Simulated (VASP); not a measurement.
# Ag in VASP: further runs, part 2 of 3

VASP 6.6.1. The steps go on from the part before.

### Step 3. Molecular dynamics, PBE

The input, INCAR:

```
  PREC = Accurate
  ENCUT = 520
  EDIFF = 1E-5
  ISMEAR = 1
  SIGMA = 0.12
  LREAL = F
  LASPH = T
  NELM = 80
  ALGO = Normal
  ISIF = 2
  LWAVE = F
  LCHARG = F
  GGA = PE
  NBANDS = 24
  IBRION = 0
  NSW = 3
  POTIM = 3.0
  TEBEG = 100.0
  TEEND = 100.0
  ISYM = 0
  NELMIN = 4
  RANDOM_SEED = 57 0 0
  MDALGO = 2
  SMASS = 0
```

The input, KPOINTS:

```
Automatic mesh
0
Gamma
  3 3 3
```

The input, POSCAR:

```
Ag
1.0
    1.4730471633      0.8504641762      7.2046500000
   -1.4730471633      0.8504641762      7.2046500000
    0.0000000000     -1.7009283525      7.2046500000
Ag
3
Direct
    0.0000000000      0.0000000000      0.0000000000
    0.7777190000      0.7777190000      0.7777190000
    0.2222810000      0.2222810000      0.2222810000
```

Potentials or basis: VASP PAW PBE potentials, release 64 (Ag).

On the command line:

```console
$ cat potpaw_PBE.64/Ag/POTCAR > POTCAR
$ mpirun -np 1 vasp_std > vasp.out
```

OUTCAR:

```text
PREC = Accurate
   ENCUT = 520
   EDIFF = 1E-5
   ISMEAR = 1
   LREAL = F
   LASPH = T
   NELM = 80
   ISIF = 2
   GGA = PE
   IBRION = 0
   NSW = 3
   POTIM = 3.0
   TEBEG = 100.0
   ISYM = 0
   NELMIN = 4

 ion  position               nearest neighbor table
   1  0.000  0.000  0.000-   2 2.94   3 2.94   2 2.94   2 2.94   3 2.94   3 2.94
   2  0.778  0.778  0.778-   1 2.94   1 2.94   1 2.94   3 2.94   3 2.94   3 2.94
   3  0.222  0.222  0.222-   1 2.94   1 2.94   1 2.94   2 2.94   2 2.94   2 2.94

IMPORTANT INFORMATION: All symmetrisations will be switched off!
NOSYMM: (Re-)initialisation of all symmetry stuff for point group C_1.

----------------------------------------------------------------------------------------

                                     Primitive cell

  volume of cell :      54.1548

  direct lattice vectors                    reciprocal lattice vectors
     1.473047163  0.850464176  7.204650000     0.339432445  0.195971413  0.046266416
    -1.473047163  0.850464176  7.204650000    -0.339432445  0.195971413  0.046266416
     0.000000000 -1.700928353  7.204650000     0.000000000 -0.391942827  0.046266416

  length of vectors
     7.402711590  7.402711590  7.402711590     0.394664111  0.394664111  0.394664111

  position of ions in fractional coordinates (direct lattice)
     0.000000000  0.000000000  0.000000000
     0.777719000  0.777719000  0.777719000
     0.222281000  0.222281000  0.222281000

  ion indices of the primitive-cell ions
   primitive index   ion index
                 1           1
                 2           2
                 3           3

----------------------------------------------------------------------------------------

 KPOINTS: Automatic mesh

Automatic generation of k-mesh.
 Grid dimensions read from file:
 generate k-points for:    3    3    3

 Generating k-lattice:

  Cartesian coordinates                     Fractional coordinates (reciprocal lattice)
     0.113144148  0.065323804  0.015422139     0.333333333 -0.000000000 -0.000000000
    -0.113144148  0.065323804  0.015422139    -0.000000000  0.333333333 -0.000000000
     0.000000000 -0.130647609  0.015422139    -0.000000000 -0.000000000  0.333333333

  Length of vectors
     0.131554704  0.131554704  0.131554704

  Shift w.r.t. Gamma in fractional coordinates (k-lattice)
     0.000000000  0.000000000  0.000000000

 Subroutine IBZKPT returns following result:
 ===========================================

 Found     14 irreducible k-points:

 Following reciprocal coordinates:
            Coordinates               Weight
  0.000000  0.000000  0.000000      1.000000
  0.333333 -0.000000  0.000000      2.000000
 -0.000000  0.333333  0.000000      2.000000
  0.000000  0.000000  0.333333      2.000000
  0.333333  0.333333  0.000000      2.000000
 -0.333333  0.000000 -0.333333      2.000000
 -0.000000  0.333333  0.333333      2.000000
 -0.333333  0.333333  0.000000      2.000000
  0.333333 -0.000000 -0.333333      2.000000
  0.000000 -0.333333  0.333333      2.000000
  0.333333  0.333333  0.333333      2.000000
 -0.333333  0.333333  0.333333      2.000000
  0.333333 -0.333333  0.333333      2.000000
  0.333333  0.333333 -0.333333      2.000000
   k-points           NKPTS =     14   k-points in BZ     NKDIM =     14   number of bands    NBANDS=     24
   number of dos      NEDOS =    301   number of ions     NIONS =      3
   total plane-waves  NPLWV = 175616
   dimension x,y,z NGX =    56 NGY =   56 NGZ =   56
   dimension x,y,z NGXF=   112 NGYF=  112 NGZF=  112
   ions per type =               3
   NGX,Y,Z   is equivalent  to a cutoff of  12.58, 12.58, 12.58 a.u.
   NGXF,Y,Z  is equivalent  to a cutoff of  25.15, 25.15, 25.15 a.u.
 SYSTEM =  unknown system
   PREC   = accura    normal or accurate (medium, high low for compatibility)
   ISTART =      0    job   : 0-new  1-cont  2-samecut
   ICHARG =      2    charge: 1-file 2-atom 10-const
   ISPIN  =      1    spin polarized calculation?
   LNONCOLLINEAR =      F non collinear calculations
   LSORBIT =      F    spin-orbit coupling
   LASPH  =      T    aspherical Exc in radial PAW
   ENCUT  =  520.0 eV  38.22 Ry    6.18 a.u.  13.76 13.76 13.76*2*pi/ulx,y,z
   NELM   =     80;   NELMIN=  4; NELMDL= -5     # of ELM steps
   EDIFF  = 0.1E-04   stopping-criterion for ELM
   LREAL  =      F    real-space projection
   EDIFFG = 0.1E-03   stopping-criterion for IOM
   NSW    =      3    number of steps for IOM
   IBRION =      0    ionic relax: 0-MD 1-quasi-New 2-CG
   NFREE  =      0    steps in history (QN), initial steepest desc. (CG)
   ISIF   =      2    stress and relaxation
   ISYM   =      0    0-nonsym 1-usesym 2-fastsym
   POTIM  = 3.0000    time-step for ionic-motion
   TEBEG  =  100.0;   TEEND  = 100.0 temperature during run
   PSTRESS=    0.0 pullay stress
   NELECT =      33.0000    total number of electrons
   NUPDOWN=      -1.0000    fix difference up-down
   EMIN   =  10.00;   EMAX   =-10.00  energy-range for DOS
   EFERMI =   0.00;   METHOD = LEGACY
   ISMEAR =     1;   SIGMA  =   0.12  broadening in eV -4-tet -1-fermi 0-gaus
   EFERMI_NEDOS =   21; number of points for ismear=-14 and -15
   IALGO  =     38    algorithm
   IMIX   =      4    mixing-type and parameters
     AMIX     =   0.40;   BMIX     =  1.00
     AMIX_MAG =   1.60;   BMIX_MAG =  1.00
  volume/ion in A,a.u.               =      18.05       121.82
  Fermi-wavevector in a.u.,A,eV,Ry     =   1.387929  2.622805 26.209536  1.926347
  Thomas-Fermi vector in A             =   2.512103
   LORBIT       =      0    0 simple, 1 ext, 2 COOP (PROOUT), +10 PAW based schemes
   GGA     = PE    functional components
   LHFCALC =     F    Hartree Fock is set to
   AEXX    =    0.0000 exact exchange contribution
   IVDW    =     0    specifies the selected vdW correction
   LEPSILON=     F    determine dielectric tensor
   LRPA    =     F    only Hartree local field effects (RPA)
 molecular dynamics for ions
 non-spin polarized calculation
 Methfessel and Paxton  Order N= 1 SIGMA  =   0.12
  energy-cutoff  :      520.00
  volume of cell :       54.15
 maximum number of plane-waves:      1494
   NGX = 27   NGY = 27   NGZ = 27

--------------------------------------- Ionic step        1  -------------------------------------------

 number of electron      33.0000001 magnetization

 Free energy of the ion-electron system (eV)
  ---------------------------------------------------
  ext. energy  EPLUGINS =         0.00000000
  ---------------------------------------------------
  free energy    TOTEN  =        -8.79987024 eV

  energy without entropy =       -8.79526814  energy(sigma->0) =       -8.79833621

------------------------ aborting loop because EDIFF is reached ----------------------------------------

  FORCE on cell =-STRESS in cart. coord.  units (eV):
  Direction    XX          YY          ZZ          XY          YZ          ZX
  --------------------------------------------------------------------------------------
  -------------------------------------------------------------------------------------
  Total       -1.3894184     -1.3894231     -0.9573124     -0.0000020      0.0000048      0.0000006
  in kB      -41.1061504    -41.1062907    -28.3222303     -0.0000580      0.0001414      0.0000185
  external PRESSURE =     -36.8448905 kB  Pullay stress =       0.0000000 kB

 VOLUME and BASIS-vectors are now :
 -----------------------------------------------------------------------------
  energy-cutoff  :      520.00
  volume of cell :       54.15
      direct lattice vectors                 reciprocal lattice vectors
     1.473047163  0.850464176  7.204650000     0.339432445  0.195971413  0.046266416
    -1.473047163  0.850464176  7.204650000    -0.339432445  0.195971413  0.046266416
     0.000000000 -1.700928353  7.204650000     0.000000000 -0.391942827  0.046266416
[... 62 lines left out ...]
  ENERGY OF THE ELECTRON-ION-THERMOSTAT SYSTEM (eV)
  ---------------------------------------------------
% ion-electron   TOTEN  =        -8.799939  see above
  kinetic energy EKIN   =         0.025924
  kin. lattice  EKIN_LAT=         0.000000  (temperature  100.28 K)
  nose potential ES     =         0.000001
  nose kinetic   EPS    =         0.000000
  ---------------------------------------------------
  total energy   ETOTAL =        -8.774014 eV

--------------------------------------- Ionic step        3  -------------------------------------------

 number of electron      33.0000001 magnetization

 Free energy of the ion-electron system (eV)
  ---------------------------------------------------
  ext. energy  EPLUGINS =         0.00000000
  ---------------------------------------------------
  free energy    TOTEN  =        -8.79991249 eV

  energy without entropy =       -8.79529531  energy(sigma->0) =       -8.79837343

 E-fermi :   6.9852     XC(G=0): -11.8761

 val. band max:        6.7897726248   @ k =   0.3333   0.3333   0.3333
 cond. band min:       7.0235417624   @ k =  -0.0000   0.3333   0.0000
 fundamental gap:      0.2337691376
 Fermi energy:         6.9851739726

 k-point     1 :       0.0000    0.0000    0.0000
  band No.  band energies     occupation
      1       0.3009      2.00000
      2       1.7059      2.00000
      3       1.7221      2.00000
      4       3.0213      2.00000
      5       3.0342      2.00000
      6       3.0344      2.00000
[... 16 lines left out ...]
     23      24.5351      0.00000
     24      25.5167      0.00000
[... 379 lines left out ...]
  FREE ENERGIE OF THE ION-ELECTRON SYSTEM (eV)
  ---------------------------------------------------
  free  energy   TOTEN  =        -8.7999124884 eV

  energy  without entropy=       -8.7952953084  energy(sigma->0) =       -8.79837343

  ENERGY OF THE ELECTRON-ION-THERMOSTAT SYSTEM (eV)
  ---------------------------------------------------
% ion-electron   TOTEN  =        -8.799912  see above
  kinetic energy EKIN   =         0.025898
  kin. lattice  EKIN_LAT=         0.000000  (temperature  100.18 K)
  nose potential ES     =         0.000003
  nose kinetic   EPS    =         0.000000
  ---------------------------------------------------
  total energy   ETOTAL =        -8.774011 eV
```

OSZICAR:

```text
N       E                     dE             d eps       ncg     rms          rms(c)
DAV:   1     0.208057414180E+03    0.20806E+03   -0.16511E+04   672   0.133E+03
[... 16 lines left out ...]
      2 T=   100. E= -.87740141E+01 F= -.87999391E+01 E0= -.87984026E+01  EK= 0.25924E-01 SP= 0.74E-06 SK= 0.17E-08
       N       E                     dE             d eps       ncg     rms          rms(c)
DAV:   1    -0.879990884571E+01    0.36465E-04   -0.43181E-04   688   0.317E-01    0.563E-03
DAV:   2    -0.879991266427E+01   -0.38186E-05   -0.38484E-05   824   0.442E-02    0.324E-03
DAV:   3    -0.879991254130E+01    0.12297E-06   -0.31192E-07   456   0.577E-03    0.195E-03
DAV:   4    -0.879991248841E+01    0.52895E-07   -0.13991E-07   432   0.259E-03
      3 T=   100. E= -.87740114E+01 F= -.87999125E+01 E0= -.87983734E+01  EK= 0.25898E-01 SP= 0.33E-05 SK= 0.10E-07
```

It took 2 min on 1 thread of Intel Xeon Platinum 8488C (Sapphire Rapids), shared host; peak memory 0.47 GiB.

Caveat: the k points lie up to 0.83 Å⁻¹ apart.

### Step 4. Single point, PBE

The input, INCAR:

```
PREC = Accurate ; ENCUT = 520
EDIFF = 1E-6 ; ISMEAR = 1
SIGMA = 0.12 ; LREAL = F
LASPH = T ; NELM = 60
ALGO = Normal ; ISIF = 2
LWAVE = F ; LCHARG = F
GGA = PE ; NBANDS = 24
```

KPOINTS is that of step 3.

The input, POSCAR:

```
Ag
1.0
    1.4730471633      0.8504641762      7.2046500000
   -1.4730471633      0.8504641762      7.2046500000
    0.0000000000     -1.7009283525      7.2046500000
Ag
3
Direct
    0.0000137447     -0.0002014554     -0.0002619988
    0.7785386976      0.7776894376      0.7775914118
    0.2214473154      0.2225117756      0.2226709326
```

On the command line:

```console
$ cat potpaw_PBE.64/Ag/POTCAR > POTCAR
$ mpirun -np 1 vasp_std > vasp.out
```

It took 70 s on 1 thread of Intel Xeon Platinum 8488C (Sapphire Rapids), shared host; peak memory 0.38 GiB.

The run converged. Its results:

* Free energy: -8.8002 eV
* Pressure: -3.7 GPa
* Largest force: 0.066 eV/Å

Forces on the atoms (eV/Å):
```
Ag   0.000  0.000  0.024
Ag  -0.002 -0.001  0.042
Ag   0.002  0.002 -0.066
```

Stress tensor (GPa, compression positive):
```
-4.11 -0.01  0.00
-0.01 -4.09  0.00
 0.00  0.00 -2.82
```

Levels at points of the mesh, in eV from the Fermi level:
| k point | band 15 | band 16 | band 17 | band 18 | band 19 | band 20 |
| --- | --- | --- | --- | --- | --- | --- |
| (0.00, 0.00, 0.00) | -2.52 | -2.52 | -2.48 | -2.47 | 8.29 | 8.32 |

Caveat: the k points lie up to 0.83 Å⁻¹ apart.

### Step 5. Single point, PBE

The input, INCAR:

```
PREC     = Accurate       # precision mode
ENCUT    = 520            # plane-wave cutoff, eV
EDIFF    = 1E-6           # SCF threshold, eV
ISMEAR   = 1              # smearing method
SIGMA    = 0.12           # smearing width, eV
LREAL    = F              # projectors in reciprocal space
LASPH    = T              # aspherical terms in the spheres
NELM     = 100            # most SCF steps
ALGO     = Fast           # electronic algorithm
ISIF     = 2              # what is computed and relaxed
LWAVE    = F              # write WAVECAR
LCHARG   = F              # write CHGCAR
GGA      = PE             # functional
NBANDS   = 24             # bands
```

KPOINTS is that of step 4.

The input, POSCAR:

```
Ag
1.0
    1.4730471633      0.8504641762      7.2046500000
   -1.4730471633      0.8504641762      7.2046500000
    0.0000000000     -1.7009283525      7.2046500000
Ag
3
Direct
    0.0000284148     -0.0004019856     -0.0005230723
    0.7793591203      0.7776619581      0.7774658155
    0.2206122227      0.2227397853      0.2230576025
```

On the command line:

```console
$ cat potpaw_PBE.64/Ag/POTCAR > POTCAR
$ mpirun -np 1 vasp_std > vasp.out
```

It took 90 s on 1 thread of Intel Xeon Platinum 8488C (Sapphire Rapids), shared host; peak memory 0.39 GiB.

It converged, with:

| Item | Value |
| --- | --- |
| Free energy | -8.8003 eV |
| Pressure | -3.7 GPa |
| Largest force | 0.054 eV/Å |

Forces in eV/Å, atoms in the order of the input:
```
Ag  -0.001 -0.001  0.048
Ag  -0.004 -0.003  0.006
Ag   0.005  0.004 -0.054
```

Stress tensor (GPa, compression positive):
```
-4.16 -0.02  0.00
-0.02 -4.14  0.00
 0.00  0.00 -2.87
```

Levels at points of the mesh, in eV from the Fermi level:
```
           k point  band 13  band 14  band 15  band 16  band 17  band 18  band 19  band 20  band 21  band 22
(0.00, 0.00, 0.00)    -2.65    -2.64    -2.53    -2.53    -2.48    -2.47     8.26     8.34    16.06    16.43
```

Caveat: the k points lie up to 0.83 Å⁻¹ apart.

(Continued in part 3 of 3.)
